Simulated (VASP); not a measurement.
A run of VASP 6.6.1 is set up as follows.

INCAR

```
SYSTEM = Ti
  PREC = Accurate
  ENCUT = 520
  EDIFF = 1E-6
  ISMEAR = 0
  SIGMA = 0.1
  LREAL = .FALSE.
  LASPH = .TRUE.
  NELM = 80
  ALGO = Normal
  ISIF = 2
  LWAVE = .FALSE.
  LCHARG = .FALSE.
  LDIPOL = .TRUE.
  IDIPOL = 3
  DIPOL = 0.5 0.5 0.286
  GGA = PE
  NBANDS = 25
```

Contents of KPOINTS:

```
Automatic mesh
0
G
  12 12 1
  0 0 0
```

File POSCAR:

```
Ti
1.0
    4.1993972627      0.0000000000      0.0000000000
   -2.0996986314      3.6367847101      0.0000000000
    0.0000000000      0.0000000000     26.4964617815
Ti
3
Direct
    0.3333333333      0.6666666667      0.3029269981
    0.6666666667      0.3333333333      0.3029269981
    0.0000000000      0.0000000000      0.2522227383
```

Potentials or basis: VASP PAW PBE potentials, release 64 (Ti_sv).

Launch:

```console
$ cat potpaw_PBE.64/Ti_sv/POTCAR > POTCAR
$ mpirun -np 1 vasp_std > vasp.out
```

Q: What does it give for the band gap on the k mesh?

A: Zero (bands 18 and 19 overlap by 0.29 eV).

Q: Predict the largest force.

A: 0.022 eV/Å.

Forces in eV/Å, atoms in the order of the input:
```
Ti   0.000  0.000 -0.011
Ti   0.000  0.000 -0.011
Ti   0.000  0.000  0.022
```
